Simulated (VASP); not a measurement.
Input of a VASP 6.6.1 run:

Contents of INCAR:

```
SYSTEM = SnSe2
PREC = Accurate
ENCUT = 520
EDIFF = 1E-6
ISMEAR = -1
SIGMA = 0.02
LREAL = .FALSE.
LASPH = .TRUE.
NELM = 60
ALGO = Normal
ISIF = 2
LWAVE = .FALSE.
LCHARG = .FALSE.
GGA = PE
NBANDS = 20
```

Contents of KPOINTS:

```
regular mesh
0
G
  12 12 4
  0 0 0
```

File POSCAR:

```
SnSe2
1.0
    3.7103948499      0.0000000000      0.0000000000
   -1.8551974250      3.2132961981      0.0000000000
    0.0000000000      0.0000000000      6.0402666924
Sn Se
1 2
Direct
    0.0000000000      0.0000000000      0.0000000000
    0.3333333333      0.6666666667      0.2651301888
    0.6666666667      0.3333333333      0.7348698112
```

Potentials or basis: VASP PAW PBE potentials, release 64 (Sn_d, Se).

Command:

```console
$ cat potpaw_PBE.64/Sn_d/POTCAR potpaw_PBE.64/Se/POTCAR > POTCAR
$ mpirun -np 1 vasp_std > vasp.out
```

Task: Estimate the pressure.

Result: 7.7 GPa.

Task: Predict the band gap on the k mesh.

Result: 0.63 eV, indirect (least direct gap 1.22 eV).

Task: Estimate the largest force.

Result: 0.335 eV/Å.

Forces on the atoms (eV/Å):
```
Sn   0.000  0.000  0.000
Se   0.000  0.000  0.335
Se   0.000  0.000 -0.335
```

Caveat: the cell differs from its parent crystal (strain -3.0%); spin-orbit coupling is left out, which moves the levels of the heavy elements. A k mesh can miss the band edges.
